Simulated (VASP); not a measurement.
# SiNi (NiSi (Pnma)) (Pnma) in VASP: single point with PBE

Aim: the single point of SiNi (NiSi (Pnma)) with PBE.

Everything below comes from runs of VASP 6.6.1. Logs are shortened: lines on timing, memory, paths and dates and some standing lists are left out, and cuts for length are marked.

## 1. The cell of the first run

It takes space group Pnma (No. 62, orthorhombic). Conventional cell: a = 5.138 Å, b = 3.397 Å, c = 5.599 Å, α = 90.00°, β = 90.00°, γ = 90.00°. Within 3.0 Å of Si (site symmetry m) lie 6 Ni at 2.29 to 2.41 Å and 2 Si at 2.68 Å. Within 3.0 Å of Ni (site symmetry m) lie 6 Si at 2.29 to 2.41 Å and 4 Ni at 2.66 to 2.71 Å.

## 2. Single point, PBE

Input file INCAR:

```
PREC = Accurate ; ENCUT = 520
EDIFF = 1E-7 ; ISMEAR = 1
SIGMA = 0.1 ; LREAL = Auto
LASPH = T ; NELM = 60
ALGO = Normal ; ISIF = 2
LWAVE = F ; LCHARG = F
GGA = PE ; NBANDS = 134
```

Input file KPOINTS:

```
Automatic mesh
0
Gamma
  1 1 1
```

Input file POSCAR:

```
SiNi
1.0
   -5.1384090199      3.3970617209      5.5985037789
    5.1384090199     -3.3970617209      5.5985037789
    5.1384090199      3.3970617209     -5.5985037789
Si Ni
16 16
Direct
    0.1679189624      0.2033717879      0.7854528255
    0.1679189624      0.7033717879      0.2854528255
    0.6679189624      0.2033717879      0.2854528255
    0.6679189624      0.7033717879      0.7854528255
    0.3320810376      0.2966282121      0.2145471745
    0.3320810376      0.7966282121      0.7145471745
    0.8320810376      0.2966282121      0.7145471745
    0.8320810376      0.7966282121      0.2145471745
    0.3320810376      0.1175338631      0.5354528255
    0.3320810376      0.6175338631      0.0354528255
    0.8320810376      0.1175338631      0.0354528255
    0.8320810376      0.6175338631      0.5354528255
    0.1679189624      0.3824661369      0.4645471745
    0.1679189624      0.8824661369      0.9645471745
    0.6679189624      0.3824661369      0.9645471745
    0.6679189624      0.8824661369      0.4645471745
    0.4692867001      0.0984900676      0.8792033675
    0.4692867001      0.5984900676      0.3792033675
    0.9692867001      0.0984900676      0.3792033675
    0.9692867001      0.5984900676      0.8792033675
    0.0307132999      0.4015099324      0.1207966325
    0.0307132999      0.9015099324      0.6207966325
    0.5307132999      0.4015099324      0.6207966325
    0.5307132999      0.9015099324      0.1207966325
    0.0307132999      0.4099166674      0.6292033675
    0.0307132999      0.9099166674      0.1292033675
    0.5307132999      0.4099166674      0.1292033675
    0.5307132999      0.9099166674      0.6292033675
    0.4692867001      0.0900833326      0.3707966325
    0.4692867001      0.5900833326      0.8707966325
    0.9692867001      0.0900833326      0.8707966325
    0.9692867001      0.5900833326      0.3707966325
```

Potentials or basis: VASP PAW PBE potentials, release 64 (Si, Ni).

Command:

```console
cat potpaw_PBE.64/Si/POTCAR potpaw_PBE.64/Ni/POTCAR > POTCAR
mpirun -np 1 vasp_gam > vasp.out
```

OUTCAR:

```text
PREC = Accurate
   ENCUT = 520
   EDIFF = 1E-7
   ISMEAR = 1
   LREAL = Auto
   LASPH = T
   NELM = 60
   ISIF = 2
   GGA = PE

 ion  position               nearest neighbor table
   1  0.168  0.203  0.785-  22 2.29  27 2.33  25 2.33  31 2.39  17 2.41  19 2.41   5 2.68   7 2.68

   2  0.168  0.703  0.285-  21 2.29  28 2.33  26 2.33  32 2.39  18 2.41  20 2.41   6 2.68   8 2.68

   3  0.668  0.203  0.285-  24 2.29  25 2.33  27 2.33  29 2.39  19 2.41  17 2.41   7 2.68   5 2.68
[... 45 lines left out ...]
  26  0.031  0.910  0.129-  14 2.29   4 2.33   2 2.33   8 2.39  11 2.41   9 2.41  19 2.66  20 2.66
                            29 2.71  31 2.71
  27  0.531  0.410  0.129-  15 2.29   1 2.33   3 2.33   5 2.39  12 2.41  10 2.41  17 2.66  18 2.66
                            30 2.71  32 2.71
  28  0.531  0.910  0.629-  16 2.29   2 2.33   4 2.33   6 2.39  11 2.41   9 2.41  17 2.66  18 2.66
                            29 2.71  31 2.71
  29  0.469  0.090  0.371-   9 2.29   7 2.33   5 2.33   3 2.39  14 2.41  16 2.41  23 2.66  24 2.66
                            26 2.71  28 2.71
  30  0.469  0.590  0.871-  10 2.29   8 2.33   6 2.33   4 2.39  13 2.41  15 2.41  23 2.66  24 2.66
                            25 2.71  27 2.71
  31  0.969  0.090  0.871-  11 2.29   5 2.33   7 2.33   1 2.39  14 2.41  16 2.41  21 2.66  22 2.66
                            26 2.71  28 2.71
  32  0.969  0.590  0.371-  12 2.29   6 2.33   8 2.33   2 2.39  13 2.41  15 2.41  21 2.66  22 2.66
                            25 2.71  27 2.71

  LATTYP: Found a body centered orthorhombic cell.
 ALAT       =     6.7941234418
 B/A-ratio  =     1.5126039625
 C/A-ratio  =     1.6480429968

  Lattice vectors:

 A1 = (   5.1384090199,   3.3970617209,   5.5985037789)
 A2 = (  -5.1384090199,  -3.3970617209,   5.5985037789)
 A3 = (   5.1384090199,  -3.3970617209,  -5.5985037789)

Analysis of symmetry for initial positions (statically):
=====================================================================
 Subroutine PRICEL returns following result:

  LATTYP: Found a simple orthorhombic cell.
 ALAT       =     3.3970617209
 B/A-ratio  =     1.5126039625
 C/A-ratio  =     1.6480429968

  Lattice vectors:

 A1 = (   0.0000000000,   3.3970617209,   0.0000000000)
 A2 = (   5.1384090199,   0.0000000000,   0.0000000000)
 A3 = (   0.0000000000,   0.0000000000,  -5.5985037789)

   4 primitive cells build up your supercell.

 Routine SETGRP: Setting up the symmetry group for a
 body centered orthorhombic supercell.
[... 125 lines left out ...]
   IBRION =     -1    ionic relax: 0-MD 1-quasi-New 2-CG
   NFREE  =      0    steps in history (QN), initial steepest desc. (CG)
   ISIF   =      2    stress and relaxation
   ISYM   =      2    0-nonsym 1-usesym 2-fastsym
   POTIM  = 0.5000    time-step for ionic-motion
   TEBEG  =    0.0;   TEEND  =   0.0 temperature during run
   PSTRESS=    0.0 pullay stress
   NELECT =     224.0000    total number of electrons
   NUPDOWN=      -1.0000    fix difference up-down
   EMIN   =  10.00;   EMAX   =-10.00  energy-range for DOS
   EFERMI =   0.00;   METHOD = LEGACY
   ISMEAR =     1;   SIGMA  =   0.10  broadening in eV -4-tet -1-fermi 0-gaus
   EFERMI_NEDOS =   21; number of points for ismear=-14 and -15
   IALGO  =     38    algorithm
   IMIX   =      4    mixing-type and parameters
     AMIX     =   0.40;   BMIX     =  1.00
     AMIX_MAG =   1.60;   BMIX_MAG =  1.00
  volume/ion in A,a.u.               =      12.22        82.43
  Fermi-wavevector in a.u.,A,eV,Ry     =   1.359783  2.569617 25.157291  1.849009
  Thomas-Fermi vector in A             =   2.486501
   LORBIT       =      0    0 simple, 1 ext, 2 COOP (PROOUT), +10 PAW based schemes
   GGA     = PE    functional components
   LHFCALC =     F    Hartree Fock is set to
   AEXX    =    0.0000 exact exchange contribution
   IVDW    =     0    specifies the selected vdW correction
   LEPSILON=     F    determine dielectric tensor
   LRPA    =     F    only Hartree local field effects (RPA)
 non-spin polarized calculation
 Methfessel and Paxton  Order N= 1 SIGMA  =   0.10
  energy-cutoff  :      520.00
  volume of cell :      390.90
 maximum number of plane-waves:      5272
 NGX is ok and might be reduce to    64
   NGX = 31   NGY = 31   NGZ = 31

 number of electron     224.0000024 magnetization

 Free energy of the ion-electron system (eV)
  ---------------------------------------------------
  ext. energy  EPLUGINS =         0.00000000
  ---------------------------------------------------
  free energy    TOTEN  =      -189.53508446 eV

  energy without entropy =     -189.59112076  energy(sigma->0) =     -189.55376322

 E-fermi :  10.5072     XC(G=0): -12.1771

 val. band max:       10.4023865755   @ k =   0.0000   0.0000   0.0000
 cond. band min:      10.5991686085   @ k =   0.0000   0.0000   0.0000
 fundamental gap:      0.1967820329
 Fermi energy:        10.5071731285

 k-point     1 :       0.0000    0.0000    0.0000
  band No.  band energies     occupation
      1      -2.5938      2.00000
      2      -0.6803      2.00000
      3      -0.6803      2.00000
      4       0.5634      2.00000
      5       0.5634      2.00000
      6       0.8126      2.00000
[... 116 lines left out ...]
    123      12.4774     -0.00000
    124      12.4774     -0.00000
 [bands above 124 left out]

------------------------ aborting loop because EDIFF is reached ----------------------------------------

  FORCE on cell =-STRESS in cart. coord.  units (eV):
  Direction    XX          YY          ZZ          XY          YZ          ZX
  --------------------------------------------------------------------------------------
  -------------------------------------------------------------------------------------
  Total        4.4675323    -25.4126457     11.0069006      0.0000000      0.0000000      0.0000000
  in kB       18.3110904   -104.1589010     45.1140223      0.0000000      0.0000000      0.0000000
  external PRESSURE =     -13.5779294 kB  Pullay stress =       0.0000000 kB

 VOLUME and BASIS-vectors are now :
 -----------------------------------------------------------------------------
  energy-cutoff  :      520.00
  volume of cell :      390.90
      direct lattice vectors                 reciprocal lattice vectors
    -5.138409020  3.397061721  5.598503779     0.000000000  0.147186022  0.089309576
     5.138409020 -3.397061721  5.598503779     0.097306384  0.000000000  0.089309576
     5.138409020  3.397061721 -5.598503779     0.097306384  0.147186022  0.000000000

 POSITION                                       TOTAL-FORCE (eV/Angst)
 -----------------------------------------------------------------------------------
      4.21815      2.54780     -2.31869         0.389400     -0.000000      0.107916
      4.21815     -0.84927      3.27982         0.389400      0.000000      0.107916
     -0.92026      2.54780      3.27982         0.389400     -0.000000      0.107916
      4.21815      2.54780      3.27982         0.389400      0.000000      0.107916
      0.92026      0.84927      2.31869        -0.389400     -0.000000     -0.107916
      6.05867      0.84927      2.31869        -0.389400     -0.000000     -0.107916
[... 24 lines left out ...]
     -0.04320      5.94486      1.05573        -0.066639      0.000000     -0.227639
     -0.04320      2.54780      6.65423        -0.066639      0.000000     -0.227639
 -----------------------------------------------------------------------------------
    total drift:                                0.000000     -0.000000      0.000000

  FREE ENERGIE OF THE ION-ELECTRON SYSTEM (eV)
  ---------------------------------------------------
  free  energy   TOTEN  =      -189.5350844555 eV

  energy  without entropy=     -189.5911207607  energy(sigma->0) =     -189.55376322
```

stdout:

```text
POSCAR found type information on POSCAR SiNi
 POSCAR found :  2 types and      32 ions
 scaLAPACK will be used
 LDA part: xc-table for (Slater+PW92), standard interpolation
 POSCAR, INCAR and KPOINTS ok, starting setup
 FFT: planning ... GRIDC
 FFT: planning ... GRID_SOFT
 FFT: planning ... GRID
 WAVECAR not read
 entering main loop
```

Wall time 2.8 min (1 thread of Intel Xeon Platinum 8259CL at 2.50GHz (Skylake/Cascade Lake), shared host); peak memory 0.54 GiB.

Results:

```
Free energy            : -189.5351 eV
Pressure               : -1.4 GPa
Largest force          : 0.404 eV/Å
Band gap on the k mesh : 0.20 eV
```

Forces on the atoms (eV/Å):
```
Si   0.389  0.000  0.108
Si   0.389  0.000  0.108
Si   0.389  0.000  0.108
Si   0.389  0.000  0.108
Si  -0.389  0.000 -0.108
Si  -0.389  0.000 -0.108
Si  -0.389  0.000 -0.108
Si  -0.389  0.000 -0.108
Si   0.389  0.000 -0.108
Si   0.389  0.000 -0.108
Si   0.389  0.000 -0.108
Si   0.389  0.000 -0.108
Si  -0.389  0.000  0.108
Si  -0.389  0.000  0.108
Si  -0.389  0.000  0.108
Si  -0.389  0.000  0.108
Ni   0.067  0.000 -0.228
Ni   0.067  0.000 -0.228
Ni   0.067  0.000 -0.228
Ni   0.067  0.000 -0.228
Ni  -0.067  0.000  0.228
Ni  -0.067  0.000  0.228
Ni  -0.067  0.000  0.228
Ni  -0.067  0.000  0.228
Ni   0.067  0.000  0.228
Ni   0.067  0.000  0.228
Ni   0.067  0.000  0.228
Ni   0.067  0.000  0.228
Ni  -0.067  0.000 -0.228
Ni  -0.067  0.000 -0.228
Ni  -0.067  0.000 -0.228
Ni  -0.067  0.000 -0.228
```

Stress tensor (GPa, compression positive):
```
  1.83   0.00   0.00
  0.00 -10.42   0.00
  0.00   0.00   4.51
```

Levels at points of the mesh, in eV from the valence-band top:
```tsv
k point	band 110	band 111	band 112	band 113	band 114	band 115
(0.00, 0.00, 0.00)	-1.10	0.00	0.00	0.20	0.20	0.20
```

Caveat: the k points lie up to 1.11 Å⁻¹ apart.
